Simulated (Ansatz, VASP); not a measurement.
# CaO in VASP and in Ansatz

```
Ca O
1.0
     2.37199    2.37199    0.00000
    -2.37199    2.37199    0.00000
     0.00000    2.37199    2.37199
Ca O
1 1
Direct
  0.00000 0.00000 0.00000
  0.50000 0.50000 0.00000
```

Alike in both runs: task single point; functional r2SCAN; k mesh 8 × 8 × 8; no spin polarisation.

|  | VASP | Ansatz |
| --- | --- | --- |
| version | VASP 6.6.1 | Ansatz 0.2.0 |
| potentials or method | VASP PAW PBE potentials, release 64 (Ca_sv, O_h) | PAW with Ansatz's default frozen-core files, scalar-relativistic |
| plane-wave cutoff (eV) | 910 | 500 |
| occupations | gaussian, width 0.01 eV | fixed |
| valence electrons in the cell | 16 | 16 |

Ansatz gave:

```
gap on the k mesh at the Fermi level (eV) : 4.19
```

Question: What did VASP give for the same quantities?

Answer: gap on the k mesh at the Fermi level (eV): 4.18.

VASP's potentials were made for PBE, not for r2SCAN.

Noted on VASP's run: the cutoff is short for stress, so the pressure is rough.
